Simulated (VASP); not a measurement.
# H2C2O3 in VASP: notebook

Runs on H2C2O3. Level: PBEsol. Tasks: single point.

Everything below comes from runs of VASP 6.6.1. Logs are shortened: lines on timing, memory, paths and dates and some standing lists are left out, and cuts for length are marked.

## 1. The cell of the first run

The cell holds a disordered packing, 21 atoms: a = 7.133 Å, b = 7.133 Å, c = 7.133 Å, α = 90.00°, β = 90.00°, γ = 90.00°.

## 2. Single point, PBEsol

The input, INCAR:

```
SYSTEM = H2C2O3
PREC = Accurate ; ENCUT = 520
EDIFF = 1E-7 ; ISMEAR = -1
SIGMA = 0.02 ; LREAL = Auto
LASPH = .TRUE. ; NELM = 60
ALGO = Normal ; ISIF = 2
LWAVE = .FALSE. ; LCHARG = .FALSE.
GGA = PS ; NBANDS = 58
```

The input, KPOINTS:

```
Automatic mesh
0
G
  1 1 1
  0 0 0
```

The input, POSCAR:

```
H2C2O3
1.0
    7.1334920000      0.0000000000      0.0000000000
    0.0000000000      7.1334920000      0.0000000000
    0.0000000000      0.0000000000      7.1334920000
O C H
9 6 6
Direct
    0.7777116733      0.0669658002      0.7287174360
    0.8305749835      0.3127780896      0.9078302744
    0.6209160955      0.7151196076      0.1336372144
    0.7673801274      0.9659084219      0.2707790238
    0.0281909617      0.5786646989      0.0155043280
    0.2557933758      0.3887717264     -0.0518119317
   -0.0056494071      0.4943161077      0.4747464496
    1.2153654900      0.9764222067      0.2485598918
    0.6032949921      0.2583307026      0.4850779955
    0.8925782772      0.1649402565      0.8462475321
    0.6430791539      0.8630415510      0.2581624820
    0.1920237662      0.5272032267      0.0336861666
    0.0411719814      0.5148109790      0.6291168477
    1.1069473408      0.8652424367      0.2970074124
    0.5295022410      0.4023555364      0.4906853474
    0.6623824629      0.1525620271      0.7552822657
    1.0316686414      0.1086284249      0.9172646440
    0.7462123740      0.7079141604      0.0831009553
    0.5281704949      0.8655087859      0.3424549996
   -0.0412000182      0.4750969091     -0.0425037275
    0.2588353642      0.6316121193      0.1199272390
```

Potentials or basis: VASP PAW PBE potentials, release 64 (O, C, H).

On the command line:

```bash
cat potpaw_PBE.64/O/POTCAR potpaw_PBE.64/C/POTCAR potpaw_PBE.64/H/POTCAR > POTCAR
mpirun -np 1 vasp_gam > vasp.out
```

OUTCAR:

```text
SYSTEM = H2C2O3
   PREC = Accurate
   ENCUT = 520
   EDIFF = 1E-7
   ISMEAR = -1
   LREAL = Auto
   LASPH = .TRUE.
   NELM = 60
   ISIF = 2
   GGA = PS

 ion  position               nearest neighbor table
   1  0.778  0.067  0.729-  16 1.04  10 1.36
   2  0.831  0.313  0.908-  10 1.23
   3  0.621  0.715  0.134-  18 0.97  11 1.39
   4  0.767  0.966  0.271-  11 1.15
   5  0.028  0.579  0.016-  20 0.98  12 1.23
   6  0.256  0.389  0.948-  12 1.25
   7  0.994  0.494  0.475-  13 1.16
   8  0.215  0.976  0.249-  14 1.16
   9  0.603  0.258  0.485-  15 1.16
  10  0.893  0.165  0.846-  17 1.18   2 1.23   1 1.36
  11  0.643  0.863  0.258-  19 1.02   4 1.15   3 1.39
  12  0.192  0.527  0.034-  21 1.08   5 1.23   6 1.25
  13  0.041  0.515  0.629-   7 1.16
  14  0.107  0.865  0.297-   8 1.16
  15  0.530  0.402  0.491-   9 1.16
  16  0.662  0.153  0.755-   1 1.04
  17  0.032  0.109  0.917-  10 1.18
  18  0.746  0.708  0.083-   3 0.97
  19  0.528  0.866  0.342-  11 1.02
  20  0.959  0.475  0.957-   5 0.98
  21  0.259  0.632  0.120-  12 1.08

  LATTYP: Found a simple cubic cell.
 ALAT       =     7.1334920000

  Lattice vectors:

 A1 = (   7.1334920000,   0.0000000000,   0.0000000000)
 A2 = (   0.0000000000,   7.1334920000,   0.0000000000)
 A3 = (   0.0000000000,   0.0000000000,   7.1334920000)

Analysis of symmetry for initial positions (statically):
=====================================================================
 Subroutine PRICEL returns:
 Original cell was already a primitive cell.

 Routine SETGRP: Setting up the symmetry group for a
 simple cubic supercell.

 Subroutine GETGRP returns: Found  1 space group operations
 (whereof  1 operations were pure point group operations)
 out of a pool of 48 trial point group operations.

The static configuration has the point symmetry C_1 .

Analysis of symmetry for dynamics (positions and initial velocities):
=====================================================================
 Subroutine PRICEL returns:
 Original cell was already a primitive cell.

 Routine SETGRP: Setting up the symmetry group for a
 simple cubic supercell.

 Subroutine GETGRP returns: Found  1 space group operations
 (whereof  1 operations were pure point group operations)
 out of a pool of 48 trial point group operations.

The dynamic configuration has the point symmetry C_1 .

 Subroutine INISYM returns: Found  1 space group operations
 (whereof  1 operations are pure point group operations),
 and found     1 'primitive' translations

----------------------------------------------------------------------------------------

                                     Primitive cell

  volume of cell :     362.9999

  direct lattice vectors                    reciprocal lattice vectors
     7.133492000  0.000000000  0.000000000     0.140183798  0.000000000  0.000000000
     0.000000000  7.133492000  0.000000000     0.000000000  0.140183798  0.000000000
     0.000000000  0.000000000  7.133492000     0.000000000  0.000000000  0.140183798

  length of vectors
     7.133492000  7.133492000  7.133492000     0.140183798  0.140183798  0.140183798

  position of ions in fractional coordinates (direct lattice)
     0.777711673  0.066965800  0.728717436
     0.830574983  0.312778090  0.907830274
     0.620916096  0.715119608  0.133637214
     0.767380127  0.965908422  0.270779024
     0.028190962  0.578664699  0.015504328
     0.255793376  0.388771726  0.948188068
[... 13 lines left out ...]
     0.958799982  0.475096909  0.957496273
     0.258835364  0.631612119  0.119927239

  ion indices of the primitive-cell ions
   primitive index   ion index
                 1           1
                 2           2
                 3           3
                 4           4
                 5           5
                 6           6
[... 13 lines left out ...]
                20          20
                21          21

----------------------------------------------------------------------------------------

 KPOINTS: Automatic mesh

Automatic generation of k-mesh.
 Grid dimensions read from file:
 generate k-points for:    1    1    1

 Generating k-lattice:

  Cartesian coordinates                     Fractional coordinates (reciprocal lattice)
     0.140183798  0.000000000  0.000000000     1.000000000  0.000000000  0.000000000
     0.000000000  0.140183798  0.000000000     0.000000000  1.000000000  0.000000000
     0.000000000  0.000000000  0.140183798     0.000000000  0.000000000  1.000000000

  Length of vectors
     0.140183798  0.140183798  0.140183798

  Shift w.r.t. Gamma in fractional coordinates (k-lattice)
     0.000000000  0.000000000  0.000000000

 Subroutine IBZKPT returns following result:
 ===========================================

 Found      1 irreducible k-points:

 Following reciprocal coordinates:
            Coordinates               Weight
  0.000000  0.000000  0.000000      1.000000
   k-points           NKPTS =      1   k-points in BZ     NKDIM =      1   number of bands    NBANDS=     58
   number of dos      NEDOS =    301   number of ions     NIONS =     21
   total plane-waves  NPLWV = 157464
   dimension x,y,z NGX =    54 NGY =   54 NGZ =   54
   dimension x,y,z NGXF=   108 NGYF=  108 NGZF=  108
   ions per type =               9   6   6
   NGX,Y,Z   is equivalent  to a cutoff of  12.58, 12.58, 12.58 a.u.
   NGXF,Y,Z  is equivalent  to a cutoff of  25.17, 25.17, 25.17 a.u.
 SYSTEM =  H2C2O3
   PREC   = accura    normal or accurate (medium, high low for compatibility)
   ISTART =      0    job   : 0-new  1-cont  2-samecut
   ICHARG =      2    charge: 1-file 2-atom 10-const
   ISPIN  =      1    spin polarized calculation?
   LNONCOLLINEAR =      F non collinear calculations
   LSORBIT =      F    spin-orbit coupling
   LASPH  =      T    aspherical Exc in radial PAW
   ENCUT  =  520.0 eV  38.22 Ry    6.18 a.u.  13.26 13.26 13.26*2*pi/ulx,y,z
   NELM   =     60;   NELMIN=  2; NELMDL= -5     # of ELM steps
   EDIFF  = 0.1E-06   stopping-criterion for ELM
   LREAL  =      T    real-space projection
   EDIFFG = 0.1E-05   stopping-criterion for IOM
   NSW    =      0    number of steps for IOM
   IBRION =     -1    ionic relax: 0-MD 1-quasi-New 2-CG
   NFREE  =      0    steps in history (QN), initial steepest desc. (CG)
   ISIF   =      2    stress and relaxation
   ISYM   =      2    0-nonsym 1-usesym 2-fastsym
   POTIM  = 0.5000    time-step for ionic-motion
   TEBEG  =    0.0;   TEEND  =   0.0 temperature during run
   PSTRESS=    0.0 pullay stress
   NELECT =      84.0000    total number of electrons
   NUPDOWN=      -1.0000    fix difference up-down
   EMIN   =  10.00;   EMAX   =-10.00  energy-range for DOS
   EFERMI =   0.00;   METHOD = LEGACY
   ISMEAR =    -1;   SIGMA  =   0.02  broadening in eV -4-tet -1-fermi 0-gaus
   EFERMI_NEDOS =   21; number of points for ismear=-14 and -15
   IALGO  =     38    algorithm
   IMIX   =      4    mixing-type and parameters
     AMIX     =   0.40;   BMIX     =  1.00
     AMIX_MAG =   1.60;   BMIX_MAG =  1.00
  volume/ion in A,a.u.               =      17.29       116.65
  Fermi-wavevector in a.u.,A,eV,Ry     =   1.005076  1.899319 13.744314  1.010179
  Thomas-Fermi vector in A             =   2.137733
   LORBIT       =      0    0 simple, 1 ext, 2 COOP (PROOUT), +10 PAW based schemes
   GGA     = PS    functional components
   LHFCALC =     F    Hartree Fock is set to
   AEXX    =    0.0000 exact exchange contribution
   IVDW    =     0    specifies the selected vdW correction
   LEPSILON=     F    determine dielectric tensor
   LRPA    =     F    only Hartree local field effects (RPA)
 non-spin polarized calculation
  energy-cutoff  :      520.00
  volume of cell :      363.00
 maximum number of plane-waves:      4886
 NGX is ok and might be reduce to    54
   NGX = 27   NGY = 27   NGZ = 27

 number of electron      84.0000001 magnetization

 Free energy of the ion-electron system (eV)
  ---------------------------------------------------
  ext. energy  EPLUGINS =         0.00000000
  ---------------------------------------------------
  free energy    TOTEN  =      -136.06840993 eV

  energy without entropy =     -136.06840993  energy(sigma->0) =     -136.06840993

 E-fermi :  -2.4282     XC(G=0):  -6.2269

 val. band max:       -2.9128480894   @ k =   0.0000   0.0000   0.0000
 cond. band min:       0.6464159654   @ k =   0.0000   0.0000   0.0000
 fundamental gap:      3.5592640548
 Fermi energy:        -2.4281762134

 k-point     1 :       0.0000    0.0000    0.0000
  band No.  band energies     occupation
      1     -25.7637      2.00000
      2     -25.5150      2.00000
      3     -25.4527      2.00000
      4     -25.4157      2.00000
      5     -25.2285      2.00000
      6     -24.9442      2.00000
[... 46 lines left out ...]
     53       4.0314      0.00000
     54       4.3775      0.00000
 [bands above 54 left out]

------------------------ aborting loop because EDIFF is reached ----------------------------------------

  FORCE on cell =-STRESS in cart. coord.  units (eV):
  Direction    XX          YY          ZZ          XY          YZ          ZX
  --------------------------------------------------------------------------------------
  -------------------------------------------------------------------------------------
  Total       12.7308163      2.4991337      0.3147123      2.3407170     -0.1890704     -1.3198998
  in kB       56.1901640     11.0304577      1.3890498     10.3312520     -0.8345024     -5.8256584
  external PRESSURE =      22.8698905 kB  Pullay stress =       0.0000000 kB

 VOLUME and BASIS-vectors are now :
 -----------------------------------------------------------------------------
  energy-cutoff  :      520.00
  volume of cell :      363.00
      direct lattice vectors                 reciprocal lattice vectors
     7.133492000  0.000000000  0.000000000     0.140183798  0.000000000  0.000000000
     0.000000000  7.133492000  0.000000000     0.000000000  0.140183798  0.000000000
     0.000000000  0.000000000  7.133492000     0.000000000  0.000000000  0.140183798

 POSITION                                       TOTAL-FORCE (eV/Angst)
 -----------------------------------------------------------------------------------
      5.54780      0.47770      5.19830         0.249919      1.133854      2.032252
      5.92490      2.23120      6.47600        -0.202178      0.507920     -0.036021
      4.42930      5.10130      0.95330         0.096621      1.133240      1.092049
      5.47410      6.89030      1.93160         4.465065      3.278503     -0.156086
      0.20110      4.12790      0.11060        -4.888189      2.600890      0.569898
      1.82470      2.77330      6.76389         0.386664      0.567659      1.210094
[... 13 lines left out ...]
      6.83959      3.38910      6.83029        -1.162814     -1.085338     -0.742624
      1.84640      4.50560      0.85550         1.664470      0.146531      0.641144
 -----------------------------------------------------------------------------------
    total drift:                               -0.001448     -0.019727     -0.010727

  FREE ENERGIE OF THE ION-ELECTRON SYSTEM (eV)
  ---------------------------------------------------
  free  energy   TOTEN  =      -136.0684099287 eV

  energy  without entropy=     -136.0684099287  energy(sigma->0) =     -136.06840993
```

Run time: 98 s. Hardware: 1 thread of Intel Xeon 8259CL, shared host; peak memory 0.37 GiB.

What came out:

```
Free energy   : -136.0684 eV
Pressure      : 2.3 GPa
Largest force : 5.566 eV/Å
```

Forces in eV/Å, atoms in the order of the input:
```
O    0.250  1.134  2.032
O   -0.202  0.508 -0.036
O    0.097  1.133  1.092
O    4.465  3.279 -0.156
O   -4.888  2.601  0.570
O    0.387  0.568  1.210
O    0.578  0.040  1.669
O   -1.011 -0.827  0.386
O   -0.964  1.476 -0.180
C    0.238 -1.196  1.038
C   -2.377 -3.975 -2.222
C    4.276 -2.247 -1.190
C   -0.534 -0.008 -2.072
C    1.113  0.971 -0.265
C    0.562 -1.076 -0.144
H    1.041 -1.281 -1.003
H   -1.417  0.190 -1.800
H    0.973 -0.529 -0.971
H   -3.088  0.179  2.142
H   -1.163 -1.085 -0.743
H    1.664  0.147  0.641
```

Stress tensor (GPa, compression positive):
```
 5.62  1.03 -0.58
 1.03  1.10 -0.08
-0.58 -0.08  0.14
```

Levels at points of the mesh, in eV from the Fermi level:
```
           k point  band 38  band 39  band 40  band 41  band 42  band 43  band 44  band 45  band 46  band 47
(0.00, 0.00, 0.00)    -2.32    -1.88    -1.72    -1.30    -0.48     3.07     3.41     3.44     3.54     3.60
```

Caveat: the k points lie up to 0.88 Å⁻¹ apart, too coarse for converged energies, forces and pressures; the PAW data sets were made with another functional, which shifts forces and pressure a little.

## 3. Single point, PBEsol

The input, INCAR:

```
SYSTEM = H2C2O3
  ALGO = Normal
  EDIFF = 1E-6
  ENCUT = 520
  GGA = PS
  ISIF = 2
  ISMEAR = -1
  LASPH = .TRUE.
  LCHARG = .TRUE.
  LELF = .TRUE.
  LREAL = Auto
  LVHAR = .TRUE.
  LWAVE = .FALSE.
  NBANDS = 58
  NELM = 80
  PREC = Accurate
  SIGMA = 0.02
```

The input, KPOINTS:

```
k-points
0
G
  1 1 1
  0 0 0
```

The input, POSCAR:

```
H2C2O3
1.0
    7.1334920000      0.0000000000      0.0000000000
    0.0000000000      7.1334920000      0.0000000000
    0.0000000000      0.0000000000      7.1334920000
O C H
9 6 6
Direct
    0.7657680138      0.0436251979      0.7452591241
    0.7820012975      0.2504944283      0.9706746710
    0.6748307841      0.6461211424      0.1290812410
    0.6739055711      0.9563759236      0.2285276271
    0.0589052318      0.5493382484      0.0868859179
    0.2675267597      0.3808933970     -0.0894933365
    0.0142987474      0.4578262652      0.5232780804
    1.1971135595      0.9372688720      0.2077804251
    0.5505718658      0.2157568832      0.4402331986
    0.8446494368      0.1787203238      0.8238041060
    0.6408081764      0.7925851743      0.2544896665
    0.2338125563      0.5164791662      0.0034905766
   -0.0282189985      0.5202220736      0.6637282274
    1.1732823139      0.8300002299      0.3236703707
    0.5627538378      0.3816644078      0.4752651296
    0.6615273417      0.0103455643      0.8318927112
    0.9833052312      0.2097429982      0.7866974548
    0.8038839884      0.6795830149      0.0679190500
    0.5970007396      0.7528010125      0.4032527127
   -0.0230602347      0.4712698914     -0.0016822056
    0.3393429193      0.6132200050      0.0393075369
```

Potentials or basis: VASP PAW PBE potentials, release 64 (O, C, H).

On the command line:

```bash
cat potpaw_PBE.64/O/POTCAR potpaw_PBE.64/C/POTCAR potpaw_PBE.64/H/POTCAR > POTCAR
mpirun -np 1 vasp_gam > vasp.out
```

It took 95 s on 1 thread of Intel Xeon 8259CL, shared host; peak memory 0.37 GiB.

The run converged. Its results:

```yaml
Free_energy: -135.9796 eV
Pressure: -0.1 GPa
Largest_force: 6.762 eV/Å
```

Forces on the atoms (eV/Å):
```
O   -1.980 -3.494 -1.869
O    0.449  0.523 -1.163
O    1.461  1.412  0.468
O    0.323 -0.213 -0.996
O    0.742 -0.370 -2.133
O   -0.134 -0.890 -1.129
O    0.120 -0.097 -0.465
O   -0.001  0.235 -0.216
O    0.252  6.575  1.559
C    0.167  2.510  4.881
C    0.543 -0.400  0.928
C   -1.947 -0.609  1.220
C   -0.076  0.337  0.213
C    0.001  0.048  0.340
C   -0.518 -6.311 -1.380
H   -0.142  0.023 -0.366
H    1.849  0.415 -1.306
H   -1.902 -0.439  0.607
H   -0.287 -0.642 -1.160
H   -0.067 -0.128  1.243
H    1.147  1.515  0.723
```

Stress tensor (GPa, compression positive):
```
 0.43  1.29  0.92
 1.29 -0.31 -0.16
 0.92 -0.16 -0.39
```

Levels at points of the mesh, in eV from the Fermi level:
```
           k point  band 39  band 40  band 41  band 42  band 43  band 44  band 45  band 46
(0.00, 0.00, 0.00)    -1.87    -1.05    -0.79    -0.55     3.33     3.38     3.76     3.84
```

Caveat: the k points lie up to 0.88 Å⁻¹ apart, too coarse for converged energies, forces and pressures; the PAW data sets were made with another functional, which shifts forces and pressure a little.
